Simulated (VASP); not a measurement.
# BiTe (R-3m) in VASP: notebook

BiTe is run at these levels: PBE, PBE-based screened hybrid with 40 % exact exchange, PBE-based screened hybrid with 50 % exact exchange; tasks: single point.

Everything below comes from runs of VASP 6.6.1. Logs are shortened: lines on timing, memory, paths and dates and some standing lists are left out, and cuts for length are marked.

**1. The cell of the first run**

Symmetry: R-3m, No. 166, trigonal system. The conventional cell has a = 4.845 Å, b = 4.845 Å, c = 9.952 Å, α = 90.00°, β = 90.00°, γ = 120.00°. Bi (site symmetry -3m) has 6 Te at 3.25 Å and 6 Bi at 4.34 Å within 4.4 Å. Within 4.4 Å of Te (site symmetry -3m) lie 6 Bi at 3.25 Å and 6 Te at 4.34 Å.

**2. Single point, PBE, non-collinear spin, zero start, spin-orbit coupling**

Contents of INCAR:

```
ALGO = Normal
EDIFF = 1E-6
ENCUT = 520
GGA = PE
GGA_COMPAT = F
ISIF = 2
ISMEAR = -1
LASPH = T
LCHARG = F
LORBIT = 11
LORBMOM = T
LREAL = F
LSORBIT = T
LWAVE = F
MAGMOM = 0 0 0 0 0 0
NBANDS = 33
NELM = 150
PREC = Accurate
SIGMA = 0.05
```

Contents of KPOINTS:

```
k-points
0
Gamma
  5 5 5
```

Contents of POSCAR:

```
BiTe
1.0
    2.4227077728      1.3987509848      3.3172919545
   -2.4227077728      1.3987509848      3.3172919545
    0.0000000000     -2.7975019696      3.3172919545
Bi Te
1 1
Direct
    0.5000000000      0.5000000000      0.5000000000
    0.0000000000      0.0000000000      0.0000000000
```

Potentials or basis: VASP PAW PBE potentials, release 64 (Bi_d, Te).

Command:

```console
cat potpaw_PBE.64/Bi_d/POTCAR potpaw_PBE.64/Te/POTCAR > POTCAR
mpirun -np 1 vasp_ncl > vasp.out
```

OUTCAR:

```text
EDIFF = 1E-6
   ENCUT = 520
   GGA = PE
   ISIF = 2
   ISMEAR = -1
   LASPH = T
   LORBIT = 11
   LREAL = F
   LSORBIT = T
   NELM = 150
   PREC = Accurate

 ion  position               nearest neighbor table
   1  0.500  0.500  0.500-   2 3.25   2 3.25   2 3.25   2 3.25   2 3.25   2 3.25
   2  0.000  0.000  0.000-   1 3.25   1 3.25   1 3.25   1 3.25   1 3.25   1 3.25

  LATTYP: Found a trigonal (rhomboedric) cell.
 ALAT       =     4.3394058558
 COS(alpha) =     0.3765932224

  Lattice vectors:

 A1 = (   2.4227077728,   1.3987509848,   3.3172919545)
 A2 = (  -2.4227077728,   1.3987509848,   3.3172919545)
 A3 = (   0.0000000000,  -2.7975019696,   3.3172919545)

Analysis of symmetry for initial positions (statically):
=====================================================================
 Subroutine PRICEL returns:
 Original cell was already a primitive cell.

 Routine SETGRP: Setting up the symmetry group for a
 trigonal (rhombohedral) supercell.

 Subroutine GETGRP returns: Found 12 space group operations
 (whereof 12 operations were pure point group operations)
 out of a pool of 12 trial point group operations.

The static configuration has the point symmetry D_3d.

Analysis of symmetry for dynamics (positions and initial velocities):
=====================================================================
 Subroutine PRICEL returns:
 Original cell was already a primitive cell.

 Routine SETGRP: Setting up the symmetry group for a
 trigonal (rhombohedral) supercell.

 Subroutine GETGRP returns: Found 12 space group operations
 (whereof 12 operations were pure point group operations)
 out of a pool of 12 trial point group operations.

The dynamic configuration has the point symmetry D_3d.

Analysis of structural, dynamic, and magnetic symmetry:
=====================================================================
 Subroutine PRICEL returns:
 Original cell was already a primitive cell.

 Routine SETGRP: Setting up the symmetry group for a
 trigonal (rhombohedral) supercell.

 Subroutine GETGRP returns: Found 12 space group operations
 (whereof 12 operations were pure point group operations)
 out of a pool of 12 trial point group operations.

The overall configuration has the point symmetry D_3d.

 Subroutine INISYM returns: Found 12 space group operations
 (whereof 12 operations are pure point group operations),
 and found     1 'primitive' translations

----------------------------------------------------------------------------------------
[... 853 lines left out ...]
 -----------------------------------------------------------------------------------
    total drift:                                0.000000      0.000000     -0.000000

  FREE ENERGIE OF THE ION-ELECTRON SYSTEM (eV)
  ---------------------------------------------------
  free  energy   TOTEN  =        -8.1289588338 eV

  energy  without entropy=       -8.1134891353  energy(sigma->0) =       -8.12122398

 orbital moment (x)

 # of ion     p       d       tot
 ----------------------------------------
  1         0.000  -0.000  -0.000
  2        -0.000  -0.000  -0.000
 ----------------------------------------
           -0.000  -0.000  -0.000

 orbital moment (y)

 # of ion     p       d       tot
 ----------------------------------------
  1         0.000   0.000   0.000
  2         0.000   0.000   0.000
 ----------------------------------------
            0.000   0.000   0.000

 orbital moment (z)

 # of ion     p       d       tot
 ----------------------------------------
  1         0.000  -0.000  -0.000
  2         0.000   0.000   0.000
 ----------------------------------------
            0.000  -0.000  -0.000

 Spin-Orbit-Coupling matrix elements

 Ion:    1  E_soc:     -1.7651680
 l=   1
     0.0000000    -0.2333652    -0.2191955
    -0.2333652     0.0000000    -0.2333652
    -0.2191955    -0.2333652     0.0000000
 l=   2
     0.0000000    -0.0131326     0.0000000    -0.0131326    -0.0522936
    -0.0131326     0.0000000    -0.0393209    -0.0131924    -0.0131326
     0.0000000    -0.0393209     0.0000000    -0.0393209     0.0000000
    -0.0131326    -0.0131924    -0.0393209     0.0000000    -0.0131326
    -0.0522936    -0.0131326     0.0000000    -0.0131326     0.0000000
 l=   3
     0.0000000     0.0000000     0.0000000     0.0000000     0.0000000     0.0000000     0.0000000
     0.0000000     0.0000000     0.0000000     0.0000000     0.0000000     0.0000000     0.0000000
     0.0000000     0.0000000     0.0000000     0.0000000     0.0000000     0.0000000     0.0000000
     0.0000000     0.0000000     0.0000000     0.0000000     0.0000000     0.0000000     0.0000000
     0.0000000     0.0000000     0.0000000     0.0000000     0.0000000     0.0000000     0.0000000
     0.0000000     0.0000000     0.0000000     0.0000000     0.0000000     0.0000000     0.0000000
     0.0000000     0.0000000     0.0000000     0.0000000     0.0000000     0.0000000     0.0000000

 Ion:    2  E_soc:     -0.2171279
 l=   1
     0.0000000    -0.0362967    -0.0361663
    -0.0362967     0.0000000    -0.0362967
    -0.0361663    -0.0362967     0.0000000
 l=   2
     0.0000000     0.0000274     0.0000000     0.0000274     0.0000189
     0.0000274     0.0000000     0.0000219     0.0000233     0.0000274
     0.0000000     0.0000219     0.0000000     0.0000219     0.0000000
     0.0000274     0.0000233     0.0000219     0.0000000     0.0000274
     0.0000189     0.0000274     0.0000000     0.0000274     0.0000000
 l=   3
     0.0000000     0.0000000     0.0000000     0.0000000     0.0000000     0.0000000     0.0000000
     0.0000000     0.0000000     0.0000000     0.0000000     0.0000000     0.0000000     0.0000000
     0.0000000     0.0000000     0.0000000     0.0000000     0.0000000     0.0000000     0.0000000
     0.0000000     0.0000000     0.0000000     0.0000000     0.0000000     0.0000000     0.0000000
     0.0000000     0.0000000     0.0000000     0.0000000     0.0000000     0.0000000     0.0000000
     0.0000000     0.0000000     0.0000000     0.0000000     0.0000000     0.0000000     0.0000000
     0.0000000     0.0000000     0.0000000     0.0000000     0.0000000     0.0000000     0.0000000

 total charge

# of ion       s       p       d       tot
------------------------------------------
    1        1.569   1.197   9.927  12.693
    2        1.408   1.892   0.031   3.331
--------------------------------------------------
tot          2.978   3.089   9.958  16.024

 magnetization (x)

# of ion       s       p       d       tot
------------------------------------------
    1       -0.000   0.000  -0.000  -0.000
    2        0.000   0.000  -0.000   0.000
--------------------------------------------------
tot         -0.000   0.000  -0.000  -0.000

 magnetization (y)

# of ion       s       p       d       tot
------------------------------------------
    1        0.000   0.000   0.000   0.000
    2        0.000   0.000   0.000   0.000
--------------------------------------------------
tot          0.000   0.000   0.000   0.000

 magnetization (z)

# of ion       s       p       d       tot
------------------------------------------
    1        0.000   0.000   0.000   0.000
    2        0.000   0.000   0.000   0.000
--------------------------------------------------
tot          0.000   0.000   0.000   0.000
```

OSZICAR:

```text
N       E                     dE             d eps       ncg     rms          rms(c)
DAV:   1     0.196166453925E+03    0.19617E+03   -0.97268E+03  1254   0.128E+03
DAV:   2     0.127029031452E+02   -0.18346E+03   -0.17603E+03  1294   0.352E+02
DAV:   3    -0.723425621956E+01   -0.19937E+02   -0.19446E+02  1539   0.128E+02
DAV:   4    -0.810313829000E+01   -0.86888E+00   -0.86488E+00  1505   0.279E+01
DAV:   5    -0.814897730199E+01   -0.45839E-01   -0.45835E-01  1883   0.623E+00    0.560E+00
DAV:   6    -0.812456568525E+01    0.24412E-01   -0.68397E-02  1544   0.157E+00    0.358E+00
DAV:   7    -0.812789764873E+01   -0.33320E-02   -0.24093E-02  1564   0.760E-01    0.168E+00
DAV:   8    -0.812883415709E+01   -0.93651E-03   -0.14247E-03  1568   0.342E-01    0.316E-01
DAV:   9    -0.812887390298E+01   -0.39746E-04   -0.66732E-04  1609   0.191E-01    0.105E-01
DAV:  10    -0.812895208669E+01   -0.78184E-04   -0.15035E-04  1543   0.769E-02    0.258E-02
DAV:  11    -0.812895622483E+01   -0.41381E-05   -0.79228E-06  1562   0.218E-02    0.159E-02
DAV:  12    -0.812895863627E+01   -0.24114E-05   -0.45340E-06  1298   0.147E-02    0.654E-03
DAV:  13    -0.812895883384E+01   -0.19757E-06   -0.30655E-07  1064   0.529E-03
   1 F= -.81289588E+01 E0= -.81212240E+01  d E =-.154697E-01  mag=    -0.0000    -0.0000     0.0000
```

It took 1.7 min on 1 thread of Intel Xeon 8259CL, shared host; peak memory 0.34 GiB.

What came out:

| Quantity | Value |
| --- | --- |
| Free energy | -8.1290 eV |
| Pressure | 1.0 GPa |
| Net moment | 0.00 μB per cell |
| Valence electrons inside the program's atomic spheres | Bi 12.69; Te 3.33 |

Moments on the atoms (μB; x, y, z):
```
Bi  0.00 0.00 0.00
Te  0.00 0.00 0.00
```

**3. Single point, PBE-based screened hybrid with 40 % exact exchange**

POSCAR is that of step 2.

Contents of INCAR.step1:

```
PREC = Accurate
ENCUT = 520
EDIFF = 1E-5
ISMEAR = -1
SIGMA = 0.05
LREAL = F
LASPH = T
NELM = 60
ALGO = Normal
ISIF = 2
LWAVE = T
LCHARG = F
NBANDS = 18
GGA = PE
```

Contents of INCAR.step2:

```
PREC = Accurate
ENCUT = 520
EDIFF = 1E-6
ISMEAR = -1
SIGMA = 0.05
LREAL = F
LASPH = T
NELM = 60
ALGO = Normal
ISIF = 2
LWAVE = F
LCHARG = F
GGA = PE
LHFCALC = T
AEXX = 0.4
HFSCREEN = 0.2
PRECFOCK = Normal
NBANDS = 18
ISTART = 1
```

Contents of KPOINTS:

```
Automatic mesh
0
Gamma
  4 4 4
```

Potentials or basis: VASP PAW PBE potentials, release 64 (Bi_d, Te).

Command:

```console
cat potpaw_PBE.64/Bi_d/POTCAR potpaw_PBE.64/Te/POTCAR > POTCAR
cp INCAR.step1 INCAR
mpirun -np 1 vasp_std > vasp.out
cp INCAR.step2 INCAR
mpirun -np 1 vasp_std > vasp.out
```

It took 35 min on 1 thread of Intel Xeon 8259CL, shared host; peak memory 0.31 GiB.

It converged, with:

```yaml
Free_energy: -9.7172 eV
Pressure: -3.2 GPa
Band_gap_on_the_k_mesh: zero (an odd number of electrons rules out a gap without spin polarisation)
```

Stress tensor (GPa, compression positive):
```
-3.48  0.00  0.00
 0.00 -3.48  0.00
 0.00  0.00 -2.68
```

Levels at points of the mesh, in eV from the Fermi level:
| k point | band 8 | band 9 | band 10 | band 11 | band 12 | band 13 |
| --- | --- | --- | --- | --- | --- | --- |
| (0.00, 0.00, 0.00) | -3.84 | -3.84 | -2.39 | 2.25 | 3.08 | 3.08 |
| (0.50, 0.00, 0.00) | -2.58 | -2.53 | -1.53 | -1.17 | -0.78 | 0.37 |
| (0.50, 0.50, 0.00) | -7.06 | -5.72 | -4.37 | 2.69 | 3.64 | 4.30 |
| (0.50, 0.50, 0.50) | -3.15 | -3.15 | -2.94 | -1.97 | -1.59 | -1.59 |

Caveat: the k points lie up to 0.41 Å⁻¹ apart, too coarse for converged energies and pressures of a metal; the PAW data sets were made with another functional, which shifts forces and pressure a little; spin-orbit coupling is left out, which moves the levels of the heavy elements.

**4. Single point, PBE-based screened hybrid with 50 % exact exchange**

POSCAR is that of step 3.

Contents of INCAR.step1:

```
PREC = Accurate ; ENCUT = 520
EDIFF = 1E-5 ; ISMEAR = -1
SIGMA = 0.05 ; LREAL = F
LASPH = T ; NELM = 60
ALGO = Normal ; ISIF = 2
LWAVE = T ; NBANDS = 18
GGA = PE
```

Contents of INCAR.step2:

```
PREC = Accurate ; ENCUT = 520
EDIFF = 1E-6 ; ISMEAR = -1
SIGMA = 0.05 ; LREAL = F
LASPH = T ; NELM = 60
ALGO = Normal ; ISIF = 2
LWAVE = F ; LCHARG = T
GGA = PE ; LHFCALC = T
AEXX = 0.5 ; HFSCREEN = 0.2
PRECFOCK = Normal ; LELF = T
LVHAR = T ; NBANDS = 18
ISTART = 1
```

KPOINTS is that of step 3.

Command:

```console
cat potpaw_PBE.64/Bi_d/POTCAR potpaw_PBE.64/Te/POTCAR > POTCAR
cp INCAR.step1 INCAR
mpirun -np 1 vasp_std > vasp.out
cp INCAR.step2 INCAR
mpirun -np 1 vasp_std > vasp.out
```

It took 25 min on 1 thread of Intel Xeon 8259CL, shared host; peak memory 0.31 GiB.

Results (log left out):

| Property | Result |
| --- | --- |
| Free energy | -10.4648 eV |
| Pressure | -4.0 GPa |
| Band gap on the k mesh | zero (an odd number of electrons rules out a gap without spin polarisation) |

Stress tensor (GPa, compression positive):
```
-4.35  0.00  0.00
 0.00 -4.35  0.00
 0.00  0.00 -3.40
```

Levels at points of the mesh, in eV from the Fermi level:
```
           k point  band 7  band 8  band 9  band 10  band 11  band 12  band 13  band 14
(0.00, 0.00, 0.00)   -9.87   -4.07   -4.07    -2.58     2.37     3.24     3.24     4.64
(0.50, 0.00, 0.00)  -13.83   -2.76   -2.71    -1.64    -1.21    -0.80     0.41     7.64
(0.50, 0.50, 0.00)  -12.07   -7.41   -6.01    -4.63     2.78     3.80     4.49     5.66
(0.50, 0.50, 0.50)  -13.26   -3.34   -3.34    -3.11    -2.06    -1.65    -1.65     9.08
```

Caveat: the k points lie up to 0.41 Å⁻¹ apart, too coarse for converged energies and pressures of a metal; the PAW data sets were made with another functional, which shifts forces and pressure a little; spin-orbit coupling is left out, which moves the levels of the heavy elements.

**5. The runs side by side**

```tsv
level	spin	k mesh	grid for exact exchange (PRECFOCK)	share of exact exchange	screening parameter	gap on the mesh (eV)	pressure (GPa)
PBE	non-collinear, zero start, SOC	5 × 5 × 5	-	-	-	-	1.0
PBE-based screened hybrid with 40 % exact exchange	off	4 × 4 × 4	Normal	0.4	0.2 1/Å	none	-3.2
PBE-based screened hybrid with 50 % exact exchange	off	4 × 4 × 4	Normal	0.5	0.2 1/Å	none	-4.0
```

Alike in all rows: task single point; potentials or basis VASP PAW PBE potentials, release 64 (Bi_d, Te); cell as given; cutoff (eV) 520; smearing fermi-dirac 0.05 eV.

Caveats: some runs use coarse meshes; the PAW data sets were made with another functional, which shifts forces and pressure a little (at least some runs); spin-orbit coupling is left out, which moves the levels of the heavy elements (at least some runs).

Total energies depend on the potentials used, so only differences within one code and one set of settings carry meaning.
